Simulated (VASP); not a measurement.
# Au (P6_3/mmc) in VASP: electric field gradients with LDA

Aim: the electric field gradients of Au with LDA.

All numbers are computed with VASP 6.6.1; they aren't measurements. Logs are shortened: lines on timing, memory, paths and dates and some standing lists are left out, and cuts for length are marked.

## (1) The cell of the first run

It takes space group P6_3/mmc (No. 194, hexagonal). Conventional cell: a = 2.900 Å, b = 2.900 Å, c = 4.880 Å, α = 90.00°, β = 90.00°, γ = 120.00°. Au (site symmetry -6m2) has 12 Au at 2.90 to 2.96 Å within 3.8 Å.

This isn't the form of Au at room conditions, which is fcc.

## (2) Electric field gradients, LDA

Contents of INCAR:

```
SYSTEM = Au
PREC = Accurate
ENCUT = 400
EDIFF = 1E-8
ISMEAR = -1
SIGMA = 0.03
LREAL = .False.
LASPH = .True.
NELM = 120
ALGO = Normal
ISIF = 2
LWAVE = .False.
LCHARG = .False.
LEFG = .True.
NBANDS = 26
GGA_COMPAT = .False.
```

Contents of KPOINTS:

```
Automatic mesh
0
Gamma
  14 14 8
  0 0 0
```

Contents of POSCAR:

```
Au
1.0
    2.8999984104      0.0000000000      0.0000000000
   -1.4499992052      2.5114722944      0.0000000000
    0.0000000000      0.0000000000      4.8800000000
Au
2
Direct
    0.3333333333      0.6666666667      0.7500000000
    0.6666666667      0.3333333333      0.2500000000
```

Potentials or basis: VASP PAW LDA potentials, release 64 (Au_sv_GW).

The run is started by

```
cat potpaw_LDA.64/Au_sv_GW/POTCAR > POTCAR
mpirun -np 1 vasp_std > vasp.out
```

OUTCAR:

```text
SYSTEM = Au
   PREC = Accurate
   ENCUT = 400
   EDIFF = 1E-8
   ISMEAR = -1
   LREAL = .False.
   LASPH = .True.
   NELM = 120
   ISIF = 2

 ion  position               nearest neighbor table
   1  0.333  0.667  0.750-   2 2.96   2 2.96   2 2.96   2 2.96   2 2.96   2 2.96
   2  0.667  0.333  0.250-   1 2.96   1 2.96   1 2.96   1 2.96   1 2.96   1 2.96

  LATTYP: Found a hexagonal cell.
 ALAT       =     2.8999984104
 C/A-ratio  =     1.6827595431

  Lattice vectors:

 A1 = (   2.8999984104,   0.0000000000,   0.0000000000)
 A2 = (  -1.4499992052,   2.5114722944,   0.0000000000)
 A3 = (   0.0000000000,   0.0000000000,   4.8800000000)

Analysis of symmetry for initial positions (statically):
=====================================================================
 Subroutine PRICEL returns:
 Original cell was already a primitive cell.

 Routine SETGRP: Setting up the symmetry group for a
 hexagonal supercell.

 Subroutine GETGRP returns: Found 24 space group operations
 (whereof 12 operations were pure point group operations)
 out of a pool of 24 trial point group operations.

The static configuration has the point symmetry D_3d.
 The point group associated with its full space group is D_6h.

Analysis of symmetry for dynamics (positions and initial velocities):
=====================================================================
 Subroutine PRICEL returns:
 Original cell was already a primitive cell.

 Routine SETGRP: Setting up the symmetry group for a
 hexagonal supercell.

 Subroutine GETGRP returns: Found 24 space group operations
 (whereof 12 operations were pure point group operations)
 out of a pool of 24 trial point group operations.

The dynamic configuration has the point symmetry D_3d.
 The point group associated with its full space group is D_6h.

 Subroutine INISYM returns: Found 24 space group operations
 (whereof 12 operations are pure point group operations),
 and found     1 'primitive' translations

----------------------------------------------------------------------------------------

                                     Primitive cell

  volume of cell :      35.5423

  direct lattice vectors                    reciprocal lattice vectors
     2.899998410  0.000000000  0.000000000     0.344827775  0.199086409  0.000000000
    -1.449999205  2.511472294  0.000000000     0.000000000  0.398172818  0.000000000
     0.000000000  0.000000000  4.880000000     0.000000000  0.000000000  0.204918033

  length of vectors
     2.899998410  2.899998410  4.880000000     0.398172818  0.398172818  0.204918033

  position of ions in fractional coordinates (direct lattice)
     0.333333333  0.666666667  0.750000000
     0.666666667  0.333333333  0.250000000

  ion indices of the primitive-cell ions
   primitive index   ion index
                 1           1
                 2           2

----------------------------------------------------------------------------------------

 KPOINTS: Automatic mesh

Automatic generation of k-mesh.
 Grid dimensions read from file:
 generate k-points for:   14   14    8

 Generating k-lattice:

  Cartesian coordinates                     Fractional coordinates (reciprocal lattice)
     0.024630555  0.014220458  0.000000000     0.071428571  0.000000000  0.000000000
     0.000000000  0.028440916  0.000000000     0.000000000  0.071428571  0.000000000
     0.000000000  0.000000000  0.025614754     0.000000000  0.000000000  0.125000000

  Length of vectors
     0.028440916  0.028440916  0.025614754

  Shift w.r.t. Gamma in fractional coordinates (k-lattice)
     0.000000000  0.000000000  0.000000000

 Subroutine IBZKPT returns following result:
 ===========================================

 Found    120 irreducible k-points:

 Following reciprocal coordinates:
            Coordinates               Weight
  0.000000  0.000000  0.000000      1.000000
  0.071429 -0.000000  0.000000      6.000000
  0.142857  0.000000  0.000000      6.000000
  0.214286 -0.000000  0.000000      6.000000
  0.285714  0.000000  0.000000      6.000000
  0.357143  0.000000  0.000000      6.000000
[... 16 lines left out ...]
  0.285714  0.285714  0.000000      6.000000
  0.357143  0.285714  0.000000      6.000000
 [... further k-points ...]
   k-points           NKPTS =    120   k-points in BZ     NKDIM =    120   number of bands    NBANDS=     26
   number of dos      NEDOS =    301   number of ions     NIONS =      2
   total plane-waves  NPLWV =  12800
   dimension x,y,z NGX =    20 NGY =   20 NGZ =   32
   dimension x,y,z NGXF=    40 NGYF=   40 NGZF=   64
   ions per type =               2
   NGX,Y,Z   is equivalent  to a cutoff of  11.47, 11.47, 10.90 a.u.
   NGXF,Y,Z  is equivalent  to a cutoff of  22.93, 22.93, 21.80 a.u.
 SYSTEM =  Au
   PREC   = accura    normal or accurate (medium, high low for compatibility)
   ISTART =      0    job   : 0-new  1-cont  2-samecut
   ICHARG =      2    charge: 1-file 2-atom 10-const
   ISPIN  =      1    spin polarized calculation?
   LNONCOLLINEAR =      F non collinear calculations
   LSORBIT =      F    spin-orbit coupling
   LASPH  =      T    aspherical Exc in radial PAW
   ENCUT  =  400.0 eV  29.40 Ry    5.42 a.u.   4.73  4.73  7.96*2*pi/ulx,y,z
   NELM   =    120;   NELMIN=  2; NELMDL= -5     # of ELM steps
   EDIFF  = 0.1E-07   stopping-criterion for ELM
   LREAL  =      F    real-space projection
   EDIFFG = 0.1E-06   stopping-criterion for IOM
   NSW    =      0    number of steps for IOM
   IBRION =     -1    ionic relax: 0-MD 1-quasi-New 2-CG
   NFREE  =      0    steps in history (QN), initial steepest desc. (CG)
   ISIF   =      2    stress and relaxation
   ISYM   =      2    0-nonsym 1-usesym 2-fastsym
   POTIM  = 0.5000    time-step for ionic-motion
   TEBEG  =    0.0;   TEEND  =   0.0 temperature during run
   PSTRESS=    0.0 pullay stress
   NELECT =      38.0000    total number of electrons
   NUPDOWN=      -1.0000    fix difference up-down
   EMIN   =  10.00;   EMAX   =-10.00  energy-range for DOS
   EFERMI =   0.00;   METHOD = LEGACY
   ISMEAR =    -1;   SIGMA  =   0.03  broadening in eV -4-tet -1-fermi 0-gaus
   EFERMI_NEDOS =   21; number of points for ismear=-14 and -15
   IALGO  =     38    algorithm
   IMIX   =      4    mixing-type and parameters
     AMIX     =   0.40;   BMIX     =  1.00
     AMIX_MAG =   1.60;   BMIX_MAG =  1.00
  volume/ion in A,a.u.               =      17.77       119.93
  Fermi-wavevector in a.u.,A,eV,Ry     =   1.673995  3.163391 38.127031  2.802258
  Thomas-Fermi vector in A             =   2.758868
   LORBIT       =      0    0 simple, 1 ext, 2 COOP (PROOUT), +10 PAW based schemes
   GGA     = CA    functional components
   LHFCALC =     F    Hartree Fock is set to
   AEXX    =    0.0000 exact exchange contribution
   IVDW    =     0    specifies the selected vdW correction
   LEPSILON=     F    determine dielectric tensor
   LRPA    =     F    only Hartree local field effects (RPA)
 non-spin polarized calculation
  energy-cutoff  :      400.00
  volume of cell :       35.54
 maximum number of plane-waves:       658
 NGX is ok and might be reduce to    20
   NGX =  9   NGY =  9   NGZ = 15

 number of electron      38.0000020 magnetization

 Free energy of the ion-electron system (eV)
  ---------------------------------------------------
  ext. energy  EPLUGINS =         0.00000000
  ---------------------------------------------------
  free energy    TOTEN  =        -7.42552731 eV

  energy without entropy =       -7.42157859  energy(sigma->0) =       -7.42355295

 E-fermi :   7.8303     XC(G=0): -13.3887

 val. band max:        7.8201399616   @ k =   0.3571   0.1429   0.2500
 cond. band min:       7.8518704404   @ k =   0.4286   0.0714   0.1250
 fundamental gap:      0.0317304788
 Fermi energy:         7.8303032102

 k-point     1 :       0.0000    0.0000    0.0000
  band No.  band energies     occupation
      1     -97.1906      2.00000
      2     -97.1822      2.00000
      3     -48.8884      2.00000
      4     -48.7458      2.00000
      5     -48.7458      2.00000
      6     -48.7224      2.00000
[... 18 lines left out ...]
     25      25.9025      0.00000
     26      25.9025      0.00000

 k-point     2 :       0.0714   -0.0000    0.0000
  band No.  band energies     occupation
      1     -97.1900      2.00000
      2     -97.1818      2.00000
      3     -48.8851      2.00000
      4     -48.7538      2.00000
      5     -48.7481      2.00000
      6     -48.7304      2.00000
[... 18 lines left out ...]
     25      25.0822      0.00000
     26      25.4473      0.00000

 k-point     3 :       0.1429    0.0000    0.0000
  band No.  band energies     occupation
      1     -97.1886      2.00000
      2     -97.1814      2.00000
      3     -48.8773      2.00000
      4     -48.7758      2.00000
      5     -48.7554      2.00000
      6     -48.7523      2.00000
[... 18 lines left out ...]
     25      24.2102      0.00000
     26      25.5651      0.00000

 k-point     4 :       0.2143   -0.0000    0.0000
  band No.  band energies     occupation
      1     -97.1863      2.00000
      2     -97.1798      2.00000
      3     -48.8642      2.00000
      4     -48.8071      2.00000
      5     -48.7844      2.00000
      6     -48.7646      2.00000
[... 18 lines left out ...]
     25      24.3912      0.00000
     26      24.8751      0.00000
[... 496 lines left out ...]
      1     -97.1785      2.00000
      2     -97.1767      2.00000
      3     -48.8838      2.00000
      4     -48.8623      2.00000
      5     -48.8249      2.00000
      6     -48.7998      2.00000
[... 18 lines left out ...]
     25      19.6351      0.00000
     26      20.7751      0.00000

 k-point    23 :       0.2857    0.2857    0.0000
  band No.  band energies     occupation
      1     -97.1784      2.00000
      2     -97.1766      2.00000
      3     -48.8742      2.00000
      4     -48.8587      2.00000
      5     -48.8300      2.00000
      6     -48.8075      2.00000
[... 18 lines left out ...]
     25      19.2713      0.00000
     26      19.8239      0.00000

 k-point    24 :       0.3571    0.2857    0.0000
  band No.  band energies     occupation
      1     -97.1774      2.00000
      2     -97.1765      2.00000
      3     -48.8727      2.00000
      4     -48.8499      2.00000
      5     -48.8425      2.00000
      6     -48.8166      2.00000
[... 18 lines left out ...]
     25      18.6589      0.00000
     26      18.8989      0.00000

 [... further k-points ...]

------------------------ aborting loop because EDIFF is reached ----------------------------------------

  FORCE on cell =-STRESS in cart. coord.  units (eV):
  Direction    XX          YY          ZZ          XY          YZ          ZX
  --------------------------------------------------------------------------------------
  -------------------------------------------------------------------------------------
  Total       -3.1108048     -3.1108048     -3.1365943      0.0000000      0.0000000      0.0000000
  in kB     -140.2288478   -140.2288478   -141.3913897      0.0000000      0.0000000      0.0000000
  external PRESSURE =    -140.6163618 kB  Pullay stress =       0.0000000 kB

 VOLUME and BASIS-vectors are now :
 -----------------------------------------------------------------------------
  energy-cutoff  :      400.00
  volume of cell :       35.54
      direct lattice vectors                 reciprocal lattice vectors
     2.899998410  0.000000000  0.000000000     0.344827775  0.199086409  0.000000000
    -1.449999205  2.511472294  0.000000000     0.000000000  0.398172818  0.000000000
     0.000000000  0.000000000  4.880000000     0.000000000  0.000000000  0.204918033

 POSITION                                       TOTAL-FORCE (eV/Angst)
 -----------------------------------------------------------------------------------
     -0.00000      1.67431      3.66000         0.000000     -0.000000      0.000000
      1.45000      0.83716      1.22000        -0.000000      0.000000      0.000000
 -----------------------------------------------------------------------------------
    total drift:                               -0.000000      0.000000     -0.000000

  FREE ENERGIE OF THE ION-ELECTRON SYSTEM (eV)
  ---------------------------------------------------
  free  energy   TOTEN  =        -7.4255273051 eV

  energy  without entropy=       -7.4215785938  energy(sigma->0) =       -7.42355295

 Electric field gradients (V/A^2)
---------------------------------------------------------------------
 ion       V_xx      V_yy      V_zz      V_xy      V_xz      V_yz
---------------------------------------------------------------------
   1      -7.662    -7.660    15.322     0.002     0.000    -0.000
   2      -7.662    -7.660    15.322     0.002    -0.000     0.000
---------------------------------------------------------------------

 Electric field gradients after diagonalization (V/A^2)
 (convention: |V_zz| > |V_xx| > |V_yy|)
----------------------------------------------------------------------
 ion       V_xx      V_yy      V_zz     asymmetry (V_yy - V_xx)/ V_zz
----------------------------------------------------------------------
   1      -7.664    -7.658    15.322       0.000
   2      -7.664    -7.658    15.322       0.000
----------------------------------------------------------------------

           NMR quadrupolar parameters

 Cq : quadrupolar parameter    Cq=e*Q*V_zz/h
 eta: asymmetry parameters     (V_yy - V_xx)/ V_zz
 Q  : nuclear electric quadrupole moment in mb (millibarn)
----------------------------------------------------------------------
 ion       Cq(MHz)       eta       Q (mb)
----------------------------------------------------------------------
   1       0.037       0.000       1.000
   2       0.037       0.000       1.000
----------------------------------------------------------------------
```

It took 49 s on 1 thread of Intel Xeon Platinum 8488C (Sapphire Rapids), shared host; peak memory 0.17 GiB.

What came out:

```
Free energy                             : -7.4255 eV
Pressure                                : -14.1 GPa
Band gap on the k mesh                  : zero (bands 19 and 20 overlap by 6.34 eV)
Largest electric field gradient by atom : Au +15.3 V/Å²
```

Stress tensor (GPa, compression positive):
```
-14.02   0.00   0.00
  0.00 -14.02   0.00
  0.00   0.00 -14.14
```

Electric field gradients, principal values (V/Å²):
| atom | least | middle | greatest (by size) |
| --- | --- | --- | --- |
| 1 Au | -7.658 | -7.664 | 15.322 |
| 2 Au | -7.658 | -7.664 | 15.322 |

Caveat: the cell stands under tension; without QUAD_EFG the Cq values of the log hold for a quadrupole moment of 1 mb, not for the nuclei; spin-orbit coupling is left out, which moves the levels of the heavy elements.

The gap in the log of VASP goes by the Fermi energy; the results here count the filled bands.